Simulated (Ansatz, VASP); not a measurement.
**SnTe in VASP and in Ansatz**

Contents of INCAR:

```
PREC = Accurate
ENCUT = 500
EDIFF = 1E-7
ISMEAR = 0
SIGMA = 0.01
LREAL = False
LASPH = True
NELM = 120
ALGO = Normal
ISIF = 3
LWAVE = False
LCHARG = False
GGA = B5
ALDAX = 1.0
AGGAX = 1.0
AGGAC = 1.0
ALDAC = 0.0
IVDW = 12
VDW_S6 = 1.0
VDW_S8 = 2.6996
VDW_A1 = 0.4298
VDW_A2 = 4.2359
IBRION = 2
NSW = 80
EDIFFG = -0.01
GGA_COMPAT = False
NELMIN = 4
```

File KPOINTS:

```
regular mesh
0
Gamma
  4 4 4
```

Contents of POSCAR:

```
SnTe
1.0
    5.1069320000      0.0000000000      0.0000000000
    2.5534660000      4.4227328474      0.0000000000
    2.5534660000      1.4742442825      4.1697925170
Sn Te
1 1
Direct
    0.0000000000      0.0000000000      0.0000000000
    0.7500000000      0.7500000000      0.7500000000
```

Input for Ansatz:

```yaml
crystal:
  lattice:
    - [5.106932, 0.0, 0.0]
    - [2.5534660000000002, 4.42273284739967, 0.0]
    - [2.5534660000000002, 1.474244282466557, 4.169792517030393]
  atoms:
    - { symbol: Sn, position: [0.0, 0.0, 0.0] }
    - { symbol: Te, position: [0.75, 0.75, 0.75] }
kpoints:
  mp_grid:
    grid: [4, 4, 4]
hamiltonian:
  xc: blyp
  dispersion: d3bj
scf:
  occupations:
    method: fixed
relax:
  f_tol: 0.01
  cell: {}
```

Alike in both runs: task relaxation of cell and atoms; functional BLYP; dispersion D3(BJ); k mesh 4 × 4 × 4; no spin polarisation.

|  | VASP | Ansatz |
| --- | --- | --- |
| version | VASP 6.6.1 | Ansatz 0.2.0 |
| potentials or method | VASP PAW PBE potentials, release 64 (Sn_d, Te) | plane waves, PAW |
| plane-wave cutoff (eV) | 500 | 420 |
| occupations | gaussian, width 0.01 eV | fixed |
| valence electrons in the cell | 20 | 30 |

Ansatz gave:

```
relaxed volume (Å³/atom)                                     : 45.94
relaxed cell length with the largest relative difference (Å) : 5.065
```

Task: Estimate VASP's values.

Result: Relaxed volume (Å³/atom): 45.98; relaxed cell length with the largest relative difference (Å): 5.066.

VASP's potentials were made for PBE, not for BLYP. VASP's potentials hold 20 valence electrons a cell and Ansatz's 30, so a difference there can come from the potentials and not from the codes. Ansatz's warnings: dispersion switch in reach, relaxed geometry near dispersion switch.

Spin-orbit coupling is off throughout.
